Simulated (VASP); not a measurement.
# Zr5N (Cmmm) in VASP: a series of runs

Runs on Zr5N. Level: PBE. Tasks: single point, relaxation of cell and atoms.

Everything below comes from runs of VASP 6.6.1. Logs are shortened: lines on timing, memory, paths and dates and some standing lists are left out, and cuts for length are marked.

## (1) The cell of the first run

It takes space group Cmmm (No. 65, orthorhombic). Conventional cell: a = 3.327 Å, b = 11.252 Å, c = 7.290 Å, α = 90.00°, β = 90.00°, γ = 90.00°. Zr (site symmetry m) has 1 N at 2.13 Å within 2.8 Å. Within 4.1 Å of Zr (site symmetry mmm) lie 10 Zr at 3.06 to 3.33 Å and 4 N at 4.01 Å. Within 2.8 Å of N (site symmetry mmm) lie 4 Zr at 2.13 Å.

The cell was generated, and may not be a known phase.

## (2) Single point, PBE

Input file INCAR:

```
ALGO = Normal ; EDIFF = 1E-7
ENCUT = 520 ; GGA = PE
ISIF = 2 ; ISMEAR = 0
LASPH = True ; LCHARG = True
LELF = True ; LREAL = False
LVHAR = True ; LWAVE = False
NBANDS = 42 ; NELM = 60
PREC = Accurate ; SIGMA = 0.1
```

Input file KPOINTS:

```
k-points
0
Gamma
  6 6 4
```

Input file POSCAR:

```
Zr5N
1.0
    1.6637289223     -5.6260196829      0.0000000000
    1.6637289223      5.6260196829      0.0000000000
    0.0000000000      0.0000000000      7.2901995938
Zr N
5 1
Direct
    0.8689376076      0.1310623924      0.2115965652
    0.1310623924      0.8689376076      0.2115965652
    0.1310623924      0.8689376076      0.7884034348
    0.8689376076      0.1310623924      0.7884034348
    0.5000000000      0.5000000000      0.5000000000
    0.0000000000      0.0000000000      0.0000000000
```

Potentials or basis: VASP PAW PBE potentials, release 64 (Zr_sv, N).

The run is started by

```console
$ cat potpaw_PBE.64/Zr_sv/POTCAR potpaw_PBE.64/N/POTCAR > POTCAR
$ mpirun -np 1 vasp_std > vasp.out
```

OUTCAR:

```text
EDIFF = 1E-7
   ENCUT = 520
   GGA = PE
   ISIF = 2
   ISMEAR = 0
   LASPH = True
   LREAL = False
   NELM = 60
   PREC = Accurate

 ion  position               nearest neighbor table
   1  0.869  0.131  0.212-   6 2.13   2 2.95   5 3.06   5 3.06   4 3.09   2 3.15   2 3.15
   2  0.131  0.869  0.212-   6 2.13   1 2.95   5 3.06   5 3.06   3 3.09   1 3.15   1 3.15
   3  0.131  0.869  0.788-   6 2.13   4 2.95   5 3.06   5 3.06   2 3.09   4 3.15   4 3.15
   4  0.869  0.131  0.788-   6 2.13   3 2.95   5 3.06   5 3.06   1 3.09   3 3.15   3 3.15
   5  0.500  0.500  0.500-   2 3.06   3 3.06   1 3.06   4 3.06   2 3.06   3 3.06   1 3.06   4 3.06

   6  0.000  0.000  0.000-   1 2.13   2 2.13   3 2.13   4 2.13

  LATTYP: Found a base centered orthorhombic cell.
 ALAT       =     3.3274578446
 B/A-ratio  =     3.3815723268
 C/A-ratio  =     2.1909216989

  Lattice vectors:

 A1 = (   1.6637289223,  -5.6260196829,   0.0000000000)
 A2 = (   1.6637289223,   5.6260196829,   0.0000000000)
 A3 = (   0.0000000000,   0.0000000000,   7.2901995938)

Analysis of symmetry for initial positions (statically):
=====================================================================
 Subroutine PRICEL returns:
 Original cell was already a primitive cell.

 Routine SETGRP: Setting up the symmetry group for a
 base centered orthorhombic supercell.

 Subroutine GETGRP returns: Found  8 space group operations
 (whereof  8 operations were pure point group operations)
 out of a pool of  8 trial point group operations.

The static configuration has the point symmetry D_2h.

Analysis of symmetry for dynamics (positions and initial velocities):
=====================================================================
 Subroutine PRICEL returns:
 Original cell was already a primitive cell.

 Routine SETGRP: Setting up the symmetry group for a
 base centered orthorhombic supercell.

 Subroutine GETGRP returns: Found  8 space group operations
 (whereof  8 operations were pure point group operations)
 out of a pool of  8 trial point group operations.

The dynamic configuration has the point symmetry D_2h.

 Subroutine INISYM returns: Found  8 space group operations
 (whereof  8 operations are pure point group operations),
 and found     1 'primitive' translations

----------------------------------------------------------------------------------------

[... 96 lines left out ...]
   LSORBIT =      F    spin-orbit coupling
   LASPH  =      T    aspherical Exc in radial PAW
   ENCUT  =  520.0 eV  38.22 Ry    6.18 a.u.  10.91 10.91 13.55*2*pi/ulx,y,z
   NELM   =     60;   NELMIN=  2; NELMDL= -5     # of ELM steps
   EDIFF  = 0.1E-06   stopping-criterion for ELM
   LREAL  =      F    real-space projection
   EDIFFG = 0.1E-05   stopping-criterion for IOM
   NSW    =      0    number of steps for IOM
   IBRION =     -1    ionic relax: 0-MD 1-quasi-New 2-CG
   NFREE  =      0    steps in history (QN), initial steepest desc. (CG)
   ISIF   =      2    stress and relaxation
   ISYM   =      2    0-nonsym 1-usesym 2-fastsym
   POTIM  = 0.5000    time-step for ionic-motion
   TEBEG  =    0.0;   TEEND  =   0.0 temperature during run
   PSTRESS=    0.0 pullay stress
   NELECT =      65.0000    total number of electrons
   NUPDOWN=      -1.0000    fix difference up-down
   EMIN   =  10.00;   EMAX   =-10.00  energy-range for DOS
   EFERMI =   0.00;   METHOD = LEGACY
   ISMEAR =     0;   SIGMA  =   0.10  broadening in eV -4-tet -1-fermi 0-gaus
   EFERMI_NEDOS =   21; number of points for ismear=-14 and -15
   IALGO  =     38    algorithm
   IMIX   =      4    mixing-type and parameters
     AMIX     =   0.40;   BMIX     =  1.00
     AMIX_MAG =   1.60;   BMIX_MAG =  1.00
  volume/ion in A,a.u.               =      22.75       153.50
  Fermi-wavevector in a.u.,A,eV,Ry     =   1.278483  2.415982 22.238970  1.634518
  Thomas-Fermi vector in A             =   2.411023
   LORBIT       =      0    0 simple, 1 ext, 2 COOP (PROOUT), +10 PAW based schemes
   GGA     = PE    functional components
   LHFCALC =     F    Hartree Fock is set to
   AEXX    =    0.0000 exact exchange contribution
   IVDW    =     0    specifies the selected vdW correction
   LEPSILON=     F    determine dielectric tensor
   LRPA    =     F    only Hartree local field effects (RPA)
 non-spin polarized calculation
 Gauss-broadening in eV      SIGMA  =   0.10
  energy-cutoff  :      520.00
  volume of cell :      136.48
 maximum number of plane-waves:      3712
 NGX is ok and might be reduce to    48
   NGX = 21   NGY = 21   NGZ = 27

 number of electron      65.0000001 magnetization

 Free energy of the ion-electron system (eV)
  ---------------------------------------------------
  ext. energy  EPLUGINS =         0.00000000
  ---------------------------------------------------
  free energy    TOTEN  =       -51.21438604 eV

  energy without entropy =      -51.18747734  energy(sigma->0) =      -51.20093169

 E-fermi :   7.4510     XC(G=0): -10.5161

 val. band max:        7.4424947486   @ k =   0.5000   0.1667   0.5000
 cond. band min:       7.4594879513   @ k =  -0.3333   0.3333   0.2500
 fundamental gap:      0.0169932028
 Fermi energy:         7.4510257439

 k-point     1 :       0.0000    0.0000    0.0000
  band No.  band energies     occupation
      1     -41.3413      2.00000
      2     -41.2897      2.00000
      3     -41.2096      2.00000
      4     -41.1704      2.00000
      5     -40.7268      2.00000
      6     -19.9583      2.00000
[... 1069 lines left out ...]
     41       9.4364      0.00000
     42      10.2069      0.00000

 [... further k-points ...]
[... 5 lines left out ...]
  --------------------------------------------------------------------------------------
  -------------------------------------------------------------------------------------
  Total       -0.2571704      0.1780992      0.2384874      0.0000000      0.0000000      0.0000000
  in kB       -3.0191061      2.0908332      2.7997733      0.0000000      0.0000000      0.0000000
  external PRESSURE =       0.6238335 kB  Pullay stress =       0.0000000 kB

 VOLUME and BASIS-vectors are now :
 -----------------------------------------------------------------------------
  energy-cutoff  :      520.00
  volume of cell :      136.48
      direct lattice vectors                 reciprocal lattice vectors
     1.663728922 -5.626019683  0.000000000     0.300529728 -0.088872778  0.000000000
     1.663728922  5.626019683  0.000000000     0.300529728  0.088872778  0.000000000
     0.000000000  0.000000000  7.290199594     0.000000000  0.000000000  0.137170456

 POSITION                                       TOTAL-FORCE (eV/Angst)
 -----------------------------------------------------------------------------------
      1.66373     -4.15130      1.54258         0.000000      0.026966     -0.010829
      1.66373      4.15130      1.54258         0.000000     -0.026966     -0.010829
      1.66373      4.15130      5.74762         0.000000     -0.026966      0.010829
      1.66373     -4.15130      5.74762         0.000000      0.026966      0.010829
      1.66373      0.00000      3.64510         0.000000      0.000000     -0.000000
      0.00000      0.00000      0.00000         0.000000      0.000000     -0.000000
 -----------------------------------------------------------------------------------
    total drift:                                0.000000     -0.000000      0.000000

  FREE ENERGIE OF THE ION-ELECTRON SYSTEM (eV)
  ---------------------------------------------------
  free  energy   TOTEN  =       -51.2143860439 eV

  energy  without entropy=      -51.1874773383  energy(sigma->0) =      -51.20093169
```

OSZICAR:

```text
N       E                     dE             d eps       ncg     rms          rms(c)
DAV:   1     0.682640349948E+03    0.68264E+03   -0.33890E+04  3276   0.151E+03
DAV:   2     0.676263751247E+01   -0.67588E+03   -0.65601E+03  3756   0.456E+02
DAV:   3    -0.519119851012E+02   -0.58675E+02   -0.56670E+02  5480   0.100E+02
DAV:   4    -0.566593822973E+02   -0.47474E+01   -0.47098E+01  4952   0.262E+01
DAV:   5    -0.569803862267E+02   -0.32100E+00   -0.32086E+00  4766   0.516E+00    0.286E+01
DAV:   6    -0.517462925937E+02    0.52341E+01   -0.40057E+01  4316   0.243E+01    0.120E+01
DAV:   7    -0.512983211453E+02    0.44797E+00   -0.60620E+00  4110   0.103E+01    0.652E+00
DAV:   8    -0.512639797444E+02    0.34341E-01   -0.12883E+00  4460   0.648E+00    0.210E+00
DAV:   9    -0.512104913050E+02    0.53488E-01   -0.33553E-01  4564   0.264E+00    0.102E+00
DAV:  10    -0.512143440140E+02   -0.38527E-02   -0.39168E-02  4472   0.114E+00    0.292E-01
DAV:  11    -0.512144744942E+02   -0.13048E-03   -0.58997E-03  4374   0.385E-01    0.670E-02
DAV:  12    -0.512143845836E+02    0.89911E-04   -0.48240E-04  4396   0.106E-01    0.294E-02
DAV:  13    -0.512143847380E+02   -0.15436E-06   -0.40756E-05  4568   0.355E-02    0.470E-03
DAV:  14    -0.512143861432E+02   -0.14052E-05   -0.28104E-06  4700   0.780E-03    0.211E-03
DAV:  15    -0.512143863125E+02   -0.16929E-06   -0.18244E-07  3240   0.243E-03    0.119E-03
DAV:  16    -0.512143860411E+02    0.27141E-06   -0.72400E-08  2766   0.140E-03    0.245E-04
DAV:  17    -0.512143860439E+02   -0.27676E-08   -0.18762E-08  2384   0.716E-04
   1 F= -.51214386E+02 E0= -.51200932E+02  d E =-.269087E-01
```

It took 4 min on 1 thread of AMD EPYC 9R45 (Zen 5), shared host; peak memory 0.4 GiB.

What came out:

```
Free energy            : -51.2144 eV
Pressure               : 0.1 GPa
Largest force          : 0.029 eV/Å
Band gap on the k mesh : zero (an odd number of electrons rules out a gap without spin polarisation)
```

Forces in eV/Å, atoms in the order of the input:
```
Zr   0.000  0.027 -0.011
Zr   0.000 -0.027 -0.011
Zr   0.000 -0.027  0.011
Zr   0.000  0.027  0.011
Zr   0.000  0.000  0.000
N    0.000  0.000  0.000
```

Levels at points of the mesh, in eV from the Fermi level:
| k point | band 30 | band 31 | band 32 | band 33 | band 34 | band 35 |
| --- | --- | --- | --- | --- | --- | --- |
| (0.00, 0.00, 0.00) | -1.54 | -0.77 | 0.31 | 0.31 | 0.85 | 0.93 |
| (0.50, 0.00, 0.00) | -0.86 | -0.58 | -0.54 | -0.43 | 0.53 | 0.75 |
| (0.50, 0.50, 0.00) | -1.10 | -0.99 | 0.17 | 0.31 | 0.34 | 0.97 |
| (0.00, 0.00, 0.50) | -1.08 | -1.05 | -0.19 | 0.78 | 1.02 | 1.39 |
| (0.50, 0.00, 0.50) | -0.75 | -0.60 | -0.48 | 0.22 | 0.72 | 0.82 |
| (0.50, 0.50, 0.50) | -0.48 | -0.39 | -0.20 | -0.10 | 0.16 | 0.52 |

## (3) Relaxation of cell and atoms, PBE

This run uses another cell than the first one, of 18.03 Å³/atom.

Input file INCAR:

```
  ALGO = Normal
  EDIFF = 1E-7
  EDIFFG = -0.04
  ENCUT = 600
  GGA = PE
  IBRION = 2
  ISIF = 3
  ISMEAR = 0
  LASPH = T
  LCHARG = F
  LREAL = F
  LWAVE = F
  NELM = 80
  NSW = 90
  PREC = Accurate
  SIGMA = 0.1
```

Input file KPOINTS:

```
k-points
0
Gamma
  4 4 4
```

Input file POSCAR:

```
Zr5N
1.0
    2.4880686100     -4.4782409300      0.0000000000
    2.4880686100      4.4782409300      0.0000000000
    0.0000000000      0.0000000000      4.8533255500
Zr N
5 1
Direct
    0.7259193300      0.2740806700      0.2605965500
    0.2740806700      0.7259193300      0.2605965500
    0.2740806700      0.7259193300      0.7394034500
    0.7259193300      0.2740806700      0.7394034500
    0.5000000000      0.5000000000      0.5000000000
    0.0000000000      0.0000000000      0.0000000000
```

Potentials or basis: VASP PAW PBE potentials, release 64 (Zr_sv, N).

The run is started by

```console
$ cat potpaw_PBE.64/Zr_sv/POTCAR potpaw_PBE.64/N/POTCAR > POTCAR
$ mpirun -np 1 vasp_std > vasp.out
```

It took 58 min on 1 thread of AMD EPYC 9R45 (Zen 5), shared host; peak memory 0.28 GiB.

It converged, with:

* Free energy: -50.8223 eV
* Relaxed volume: 22.40 Å³/atom
* Relaxed cell: a = 5.821 Å, b = 5.821 Å, c = 7.015 Å, α = 90.00°, β = 90.00°, γ = 145.57°
* Space group after relaxing (to 0.1 Å): Cmmm (No. 65)
* Energy gained by relaxing: 2737.9 meV/atom
* Ionic steps: 65
* Pressure after relaxing: -0.1 GPa
* Largest force after relaxing: 0.024 eV/Å
* Band gap on the k mesh: zero (an odd number of electrons rules out a gap without spin polarisation)

Forces on the atoms (eV/Å):
```
Zr   0.000 -0.007 -0.022
Zr   0.000  0.007 -0.022
Zr   0.000  0.007  0.022
Zr   0.000 -0.007  0.022
Zr   0.000  0.000  0.000
N    0.000  0.000  0.000
```

Stress tensor (GPa, compression positive):
```
 0.07  0.00  0.00
 0.00 -0.20  0.00
 0.00  0.00 -0.07
```

Step by step:
```tsv
step	energy change (eV)	largest force (eV/Å)	pressure (GPa)	volume (Å³)
1	0.0000	6.1889	40.75	108.15
3	-6.7758	2.4338	-2.36	154.09
5	-12.2096	2.1581	-2.76	142.79
7	-12.6886	0.4595	1.24	137.62
9	-15.1640	1.6092	6.02	132.31
11	-15.5919	1.1204	-3.12	143.43
13	-15.9963	0.3337	-1.24	142.50
15	-16.0357	0.0621	1.04	137.41
17	-16.0366	0.3440	-0.77	139.13
19	-16.0463	0.1025	-0.08	138.63
21	-16.0550	0.0169	0.02	138.33
23	-16.0867	0.3054	1.08	136.26
25	-15.8514	1.8410	9.54	124.12
27	-16.1338	1.0130	3.55	132.12
29	-16.1350	1.0220	3.56	132.07
31	-16.1391	1.0553	3.63	131.83
33	-16.1399	1.2015	4.04	130.78
35	-16.1486	1.1153	3.74	131.32
37	-16.1925	0.9403	2.88	131.85
39	-16.2912	0.3419	-0.14	133.85
41	-16.3020	0.1225	-1.27	134.65
43	-16.3353	0.0604	-0.84	133.61
45	-16.3355	0.5513	1.58	128.75
47	-16.3799	0.2597	0.38	131.23
49	-16.4025	0.1425	1.55	131.79
51	-16.4121	0.0705	0.61	132.62
53	-16.4170	0.0829	-0.17	133.87
55	-16.4184	0.1552	0.15	134.18
57	-16.4223	0.0221	-0.10	134.09
59	-16.4237	0.1544	-0.45	134.28
61	-16.4256	0.0639	-0.04	133.93
63	-16.4266	0.0366	0.23	133.74
65	-16.4277	0.0236	-0.07	134.40
```

Final structure:
```cif
data_structure
_symmetry_space_group_name_H-M 'P 1'
_symmetry_Int_Tables_number 1
_cell_length_a 5.8208
_cell_length_b 5.8208
_cell_length_c 7.0148
_cell_angle_alpha 90.000
_cell_angle_beta 90.000
_cell_angle_gamma 145.566
_cell_volume 134.40
loop_
_atom_site_label
_atom_site_type_symbol
_atom_site_fract_x
_atom_site_fract_y
_atom_site_fract_z
_atom_site_occupancy
Zr1 Zr 0.86591 0.13409 0.21743 1
Zr2 Zr 0.13409 0.86591 0.21743 1
Zr3 Zr 0.13409 0.86591 0.78257 1
Zr4 Zr 0.86591 0.13409 0.78257 1
Zr5 Zr 0.50000 0.50000 0.50000 1
N1 N 0.00000 0.00000 0.00000 1
```

Levels at points of the mesh, in eV from the Fermi level:
```csv
k point,band 29,band 30,band 31,band 32,band 33,band 34,band 35,band 36,band 37,band 38
"(0.00, 0.00, 0.00)",-1.46,-1.42,-0.59,0.58,0.63,0.65,0.76,0.85,1.78,2.05
"(0.50, 0.00, 0.00)",-0.79,-0.76,-0.57,-0.56,-0.22,0.83,1.08,1.13,1.13,2.56
"(0.50, 0.50, 0.00)",-1.21,-1.06,-0.87,-0.06,0.26,0.64,0.77,1.09,1.36,1.97
"(0.00, 0.00, 0.50)",-1.58,-0.90,-0.90,0.12,0.52,1.17,1.39,1.55,1.56,2.03
"(0.50, 0.00, 0.50)",-0.88,-0.65,-0.55,-0.18,0.20,0.78,0.88,0.97,1.40,1.60
"(0.50, 0.50, 0.50)",-1.91,-0.34,-0.21,-0.19,-0.03,0.08,0.81,0.90,1.19,1.46
```

Caveat: the k points lie up to 0.48 Å⁻¹ apart in the final cell, too coarse for converged energies and pressures of a metal; the volume moved by over 15 % at a fixed basis, so the end points are rough.

## (4) Relaxation of cell and atoms, PBE

This run uses another cell than the first one, of 22.90 Å³/atom.

Input file INCAR:

```
SYSTEM = Zr5N
PREC = Accurate ; ENCUT = 600
EDIFF = 1E-6 ; ISMEAR = 0
SIGMA = 0.1 ; LREAL = .False.
LASPH = .True. ; NELM = 80
ALGO = Normal ; ISIF = 3
LWAVE = .False. ; LCHARG = .False.
GGA = PE ; IBRION = 2
NSW = 90 ; EDIFFG = -0.04
```

Input file KPOINTS:

```
Automatic mesh
0
Gamma
  6 6 4
  0 0 0
```

Input file POSCAR:

```
Zr5N
1.0
    1.6911312746     -5.5834010519      0.0000000000
    1.6911312746      5.5834010519      0.0000000000
    0.0000000000      0.0000000000      7.2744750848
Zr N
5 1
Direct
    0.8678550980      0.1321449020      0.2118390714
    0.1321449020      0.8678550980      0.2118390714
    0.1321449020      0.8678550980      0.7881609286
    0.8678550980      0.1321449020      0.7881609286
    0.5000000000      0.5000000000      0.5000000000
    0.0000000000      0.0000000000      0.0000000000
```

The run is started by

```console
$ cat potpaw_PBE.64/Zr_sv/POTCAR potpaw_PBE.64/N/POTCAR > POTCAR
$ mpirun -np 1 vasp_std > vasp.out
```

Run time: 19 min. Hardware: 1 thread of AMD EPYC 9R45 (Zen 5), shared host; peak memory 0.46 GiB.

It converged, with:

| Property | Result |
| --- | --- |
| Free energy | -51.2165 eV |
| Relaxed volume | 22.73 Å³/atom |
| Relaxed cell | a = 5.882 Å, b = 5.882 Å, c = 7.288 Å, α = 90.00°, β = 90.00°, γ = 147.26° |
| Space group after relaxing (to 0.1 Å) | Cmmm (No. 65) |
| Energy gained by relaxing | 2.6 meV/atom |
| Ionic steps | 8 |
| Pressure after relaxing | 0.1 GPa |
| Largest force after relaxing | 0.024 eV/Å |
| Band gap on the k mesh | zero (an odd number of electrons rules out a gap without spin polarisation) |

Forces on the atoms (eV/Å):
```
Zr   0.000  0.003 -0.024
Zr   0.000 -0.003 -0.024
Zr   0.000 -0.003  0.024
Zr   0.000  0.003  0.024
Zr   0.000  0.000  0.000
N    0.000  0.000  0.000
```

Stress tensor (GPa, compression positive):
```
 0.02  0.00  0.00
 0.00 -0.13  0.00
 0.00  0.00  0.27
```

The path:
| step | energy change (eV) | largest force (eV/Å) | pressure (GPa) | volume (Å³) |
| --- | --- | --- | --- | --- |
| 1 | 0.0000 | 0.0757 | -0.49 | 137.38 |
| 2 | -0.0101 | 0.0503 | 0.17 | 135.98 |
| 3 | -0.0107 | 0.0658 | 0.36 | 135.59 |
| 4 | -0.0133 | 0.1330 | -0.15 | 136.23 |
| 5 | -0.0133 | 0.1381 | -0.17 | 136.28 |
| 6 | -0.0153 | 0.0616 | -0.04 | 136.33 |
| 7 | -0.0156 | 0.0217 | 0.07 | 136.36 |
| 8 | -0.0157 | 0.0241 | 0.05 | 136.36 |

Final structure:
```cif
data_structure
_symmetry_space_group_name_H-M 'P 1'
_symmetry_Int_Tables_number 1
_cell_length_a 5.8820
_cell_length_b 5.8820
_cell_length_c 7.2881
_cell_angle_alpha 90.000
_cell_angle_beta 90.000
_cell_angle_gamma 147.264
_cell_volume 136.36
loop_
_atom_site_label
_atom_site_type_symbol
_atom_site_fract_x
_atom_site_fract_y
_atom_site_fract_z
_atom_site_occupancy
Zr1 Zr 0.86905 0.13095 0.21149 1
Zr2 Zr 0.13095 0.86905 0.21149 1
Zr3 Zr 0.13095 0.86905 0.78851 1
Zr4 Zr 0.86905 0.13095 0.78851 1
Zr5 Zr 0.50000 0.50000 0.50000 1
N1 N 0.00000 0.00000 0.00000 1
```

Levels at points of the mesh, in eV from the Fermi level:
| k point | band 30 | band 31 | band 32 | band 33 | band 34 | band 35 |
| --- | --- | --- | --- | --- | --- | --- |
| (0.00, 0.00, 0.00) | -1.54 | -0.77 | 0.29 | 0.30 | 0.82 | 0.96 |
| (0.50, 0.00, 0.00) | -0.86 | -0.58 | -0.53 | -0.44 | 0.52 | 0.76 |
| (0.50, 0.50, 0.00) | -1.11 | -0.99 | 0.16 | 0.34 | 0.36 | 0.94 |
| (0.00, 0.00, 0.50) | -1.08 | -1.07 | -0.21 | 0.81 | 1.00 | 1.37 |
| (0.50, 0.00, 0.50) | -0.76 | -0.59 | -0.48 | 0.22 | 0.73 | 0.82 |
| (0.50, 0.50, 0.50) | -0.49 | -0.40 | -0.20 | -0.11 | 0.20 | 0.51 |

## (5) Summary

```csv
task,cell,k mesh,cutoff (eV),gap on the mesh (eV),pressure (GPa),relaxed volume (Å³/atom),largest force (eV/Å)
single point,"a = 5.867, b = 5.867, c = 7.290 Å, angles 90.0, 90.0, 147.1°, 6 atoms, atomic positions A",6 × 6 × 4,520,none,0.1,-,0.03
relaxation of cell and atoms,"relaxed from a = 5.123, b = 5.123, c = 4.853 Å, angles 90.0, 90.0, 121.9°, 6 atoms, atomic positions B",4 × 4 × 4,600,none,-0.1,22.40,0.02
relaxation of cell and atoms,"relaxed from a = 5.834, b = 5.834, c = 7.274 Å, angles 90.0, 90.0, 146.3°, 6 atoms, atomic positions C",6 × 6 × 4,600,none,0.1,22.73,0.02
```

Alike in all rows: level PBE; potentials or basis VASP PAW PBE potentials, release 64 (Zr_sv, N); no spin polarisation; smearing gaussian 0.1 eV.

Caveats: some runs use coarse meshes; the volume moved by over 15 % at a fixed basis, so the end points are rough (at least some runs).

Total energies depend on the potentials used, so only differences within one code and one set of settings carry meaning.

The gap in the log of VASP goes by the Fermi energy; the results here count the filled bands.